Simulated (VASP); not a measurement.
A run of VASP 6.6.1:

Contents of INCAR:

```
SYSTEM = S
PREC = Accurate
ENCUT = 500
EDIFF = 1E-6
ISMEAR = -1
SIGMA = 0.05
LREAL = .False.
LASPH = .True.
NELM = 120
ALGO = Normal
ISIF = 2
LWAVE = .False.
LCHARG = .False.
GGA = PE
NBANDS = 9
GGA_COMPAT = .False.
```

The input KPOINTS:

```
Automatic mesh
0
Gamma
  17 17 17
  0 0 0
```

File POSCAR:

```
S
1.0
    1.5780433596      1.5780433596      1.5780433596
   -1.5780433596      1.5780433596      1.5780433596
   -1.5780433596     -1.5780433596      1.5780433596
S
1
Direct
    0.0000000000      0.0000000000      0.0000000000
```

Potentials or basis: VASP PAW PBE potentials, release 64 (S).

Launch:

```console
$ cat potpaw_PBE.64/S/POTCAR > POTCAR
$ mpirun -np 1 vasp_std > vasp.out
```

Hardware: 1 thread of Intel Xeon 8259CL, with other jobs on the host.

Question: Estimate the wall time of this run.

Answer: It took 23 s on 1 thread of Intel Xeon 8259CL, with other jobs on the host, peak memory 0.13 GiB. Counts: scf iterations 10, k points 165.
